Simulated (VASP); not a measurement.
Wanted: the native input for a VASP 6.6.1 run.

```
Task                   : relaxation of cell and atoms
Functional             : PBE
Potentials or basis    : VASP PAW PBE potentials, release 64 (Zn)
Cutoff                 : 600 eV
k mesh                 : 7 × 7 × 7
Occupations            : fermi-dirac, width 0.05 eV
Spin                   : no spin polarisation
Dipole correction      : no
Further INCAR settings : ALGO = Normal; EDIFF = 1e-07; IBRION = 2; EDIFFG = -0.02; NSW = 80; ISIF = 3
```

The structure of Zn lies in POSCAR:

```
Zn
1.0
    0.0000000000      2.7100000000      2.7100000000
    2.7100000000      0.0000000000      2.7100000000
    2.7100000000      2.7100000000      0.0000000000
Zn
2
Direct
    0.0000000000      0.0000000000      0.0000000000
    0.2500000000      0.2500000000      0.2500000000
```

The input as run:

INCAR

```
ALGO     = Normal         # electronic algorithm
EDIFF    = 1E-7           # SCF threshold, eV
EDIFFG   = -0.02          # ionic threshold
ENCUT    = 600            # plane-wave cutoff, eV
GGA      = PE             # functional
IBRION   = 2              # ionic algorithm
ISIF     = 3              # what is computed and relaxed
ISMEAR   = -1             # smearing method
LASPH    = True           # aspherical terms in the spheres
LCHARG   = False          # write CHGCAR
LREAL    = False          # projectors in reciprocal space
LWAVE    = False          # write WAVECAR
NELM     = 100            # most SCF steps
NSW      = 80             # ionic steps
PREC     = Accurate       # precision mode
SIGMA    = 0.05           # smearing width, eV
```

KPOINTS

```
k-points
0
Gamma
  7 7 7
```

Potentials or basis: VASP PAW PBE potentials, release 64 (Zn).

Launch:

```bash
$ cat potpaw_PBE.64/Zn/POTCAR > POTCAR
$ mpirun -np 1 vasp_std > vasp.out
```

Results of the run:

- Relaxed volume: 25.08 Å³/atom
- Relaxed cell: a = 4.139 Å, b = 4.139 Å, c = 4.139 Å, α = 60.00°, β = 60.00°, γ = 60.00°
- Space group after relaxing (to 0.05 Å): Fd-3m (No. 227)
- Energy gained by relaxing: 134.6 meV/atom
- Ionic steps: 4
- Pressure after relaxing: 0.0 GPa
- Band gap on the k mesh: zero (band 12 reaches 5.34 eV, above the bottom of band 13 at -0.24 eV)

Caveat: the volume moved by over 15 % at a fixed basis, so the end points are rough.

It took 39 s on 1 thread of AMD EPYC 7R13 Processor (Zen 3) (shared host), peak memory 0.15 GiB.
